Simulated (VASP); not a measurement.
A run of VASP 6.6.1 is set up as follows.

INCAR

```
ALGO = Normal ; EDIFF = 1E-6
ENCUT = 520 ; ISIF = 2
ISMEAR = 0 ; LASPH = T
LCHARG = F ; LREAL = F
LWAVE = F ; NBANDS = 11
NELM = 60 ; PREC = Accurate
SIGMA = 0.01
```

File KPOINTS:

```
k-points
0
Gamma
  8 8 8
```

File POSCAR:

```
MgS
1.0
    0.0128209123      2.5705929079      2.5705929079
    2.5705929079      0.0128209123      2.5705929079
    2.5705929079      2.5705929079      0.0128209123
Mg S
1 1
Direct
    0.0000000000      0.0000000000      0.0000000000
    0.5000000000      0.5000000000      0.5000000000
```

Potentials or basis: VASP PAW LDA potentials, release 64 (Mg, S).

The run is started by

```bash
$ cat potpaw_LDA.64/Mg/POTCAR potpaw_LDA.64/S/POTCAR > POTCAR
$ mpirun -np 1 vasp_std > vasp.out
```

(1) Estimate the pressure.

(2) Predict the band gap on the k mesh.

## Answers

(1) -0.6 GPa.

(2) 2.62 eV, indirect (least direct gap 3.82 eV).

Caveat: the cell differs from its parent crystal (equal xy, yz and zx engineering shears of +0.5 %).
